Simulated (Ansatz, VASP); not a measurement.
Two plane-wave programs on In2O3

The input POSCAR:

```
In2O3
1.0
    2.8227850033      1.6297356815      4.8534198843
   -2.8227850033      1.6297356815      4.8534198843
    0.0000000000     -3.2594713630      4.8534198843
In O
4 6
Direct
    0.3570704061      0.3570704061      0.3570704061
    0.1429295939      0.1429295939      0.1429295939
    0.6429295939      0.6429295939      0.6429295939
    0.8570704061      0.8570704061      0.8570704061
    0.5465740402      0.9534259598      0.2500000000
    0.2500000000      0.5465740402      0.9534259598
    0.9534259598      0.2500000000      0.5465740402
    0.4534259598      0.0465740402      0.7500000000
    0.7500000000      0.4534259598      0.0465740402
    0.0465740402      0.7500000000      0.4534259598
```

Contents of INCAR.step1:

```
  PREC = Accurate
  ENCUT = 520
  ISMEAR = 0
  SIGMA = 0.05
  LREAL = F
  LASPH = T
  NELM = 100
  NBANDS = 55
  GGA = PE
  ALGO = Normal
  EDIFF = 1E-4
  LWAVE = T
  LCHARG = F
```

Contents of INCAR.step2:

```
  PREC = Accurate
  ENCUT = 520
  EDIFF = 1E-7
  ISMEAR = 0
  SIGMA = 0.05
  LREAL = F
  LASPH = T
  NELM = 100
  ALGO = Normal
  ISIF = 2
  LWAVE = F
  LCHARG = F
  METAGGA = R2SCAN
  LMIXTAU = T
  NBANDS = 55
  ISTART = 1
```

File KPOINTS:

```
Automatic mesh
0
Gamma
  6 6 6
```

Input for Ansatz:

```yaml
crystal:
  lattice:
    - [2.8227850033, 1.6297356815, 4.8534198843]
    - [-2.8227850033, 1.6297356815, 4.8534198843]
    - [0.0, -3.259471363, 4.8534198843]
  atoms:
    - { symbol: In, position: [0.3570704061, 0.3570704061, 0.3570704061] }
    - { symbol: In, position: [0.1429295939, 0.1429295939, 0.1429295939] }
    - { symbol: In, position: [0.6429295939, 0.6429295939, 0.6429295939] }
    - { symbol: In, position: [0.8570704061, 0.8570704061, 0.8570704061] }
    - { symbol: O, position: [0.5465740402, 0.9534259598, 0.25] }
    - { symbol: O, position: [0.25, 0.5465740402, 0.9534259598] }
    - { symbol: O, position: [0.9534259598, 0.25, 0.5465740402] }
    - { symbol: O, position: [0.4534259598, 0.0465740402, 0.75] }
    - { symbol: O, position: [0.75, 0.4534259598, 0.0465740402] }
    - { symbol: O, position: [0.0465740402, 0.75, 0.4534259598] }
basis:
  ecutwfc: 500
kpoints:
  mp_grid: { grid: [6, 6, 6] }
hamiltonian:
  xc: r2scan
scf:
  occupations: { method: gaussian, width: 0.05 }
output:
  forces: true
  stress: true
  eigenvalues: true
```

Change from the starting cell: strain +0.025 along x and y, +0.000 along z, atoms carried along.

Alike in both runs: task single point; functional r2SCAN; k mesh 6 × 6 × 6; occupations gaussian, width 0.05 eV; no spin polarisation.

|  | VASP | Ansatz |
| --- | --- | --- |
| version | VASP 6.6.1 | Ansatz 0.2.0 |
| potentials or method | VASP PAW PBE potentials, release 64 (In_d, O), cutoff 520 eV | scalar-relativistic, plane waves, PAW |
| valence electrons in the cell | 88 | 88 |

VASP gave:

- gap on the k mesh at the Fermi level (eV): 1.42
- least direct gap on the mesh (eV): 1.55
- pressure (GPa): -7.5
- traceless stress, the component that is largest in VASP (GPa): 3.54
- rms of the force components (eV/Å): 0.039

**Question.** Which values does Ansatz return?

**Answer.** gap on the k mesh at the Fermi level (eV): 1.41; least direct gap on the mesh (eV): 1.54; pressure (GPa): -8.3; traceless stress, the component that is largest in VASP (GPa): 3.63; rms of the force components (eV/Å): 0.031.

VASP's potentials were made for PBE, not for r2SCAN. Atom by atom the forces differ by 0.009 eV/Å (rms over components).
